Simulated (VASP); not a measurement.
Input of a VASP 6.6.1 run:

INCAR

```
ALGO     = Normal         # electronic algorithm
EDIFF    = 1E-6           # SCF threshold, eV
ENCUT    = 520            # plane-wave cutoff, eV
GGA      = PE             # functional
ISIF     = 2              # what is computed and relaxed
ISMEAR   = -1             # smearing method
LASPH    = True           # aspherical terms in the spheres
LCHARG   = True           # write CHGCAR
LELF     = True           # ELF
LREAL    = False          # projectors in reciprocal space
LVHAR    = True         
LWAVE    = False          # write WAVECAR
NBANDS   = 8              # bands
NELM     = 80             # most SCF steps
PREC     = Accurate       # precision mode
SIGMA    = 0.05           # smearing width, eV
```

File KPOINTS:

```
k-points
0
Gamma
  12 12 12
```

The input POSCAR:

```
Sb
1.0
    0.0000000000      2.2856293363      2.2856293363
    2.2856293363      0.0000000000      2.2856293363
    2.2856293363      2.2856293363      0.0000000000
Sb
1
Direct
    0.0000000000      0.0000000000      0.0000000000
```

Potentials or basis: VASP PAW PBE potentials, release 64 (Sb).

The run is started by

```console
$ cat potpaw_PBE.64/Sb/POTCAR > POTCAR
$ mpirun -np 1 vasp_std > vasp.out
```

(1) What does it give for the pressure?

## Answers

(1) 11.1 GPa.
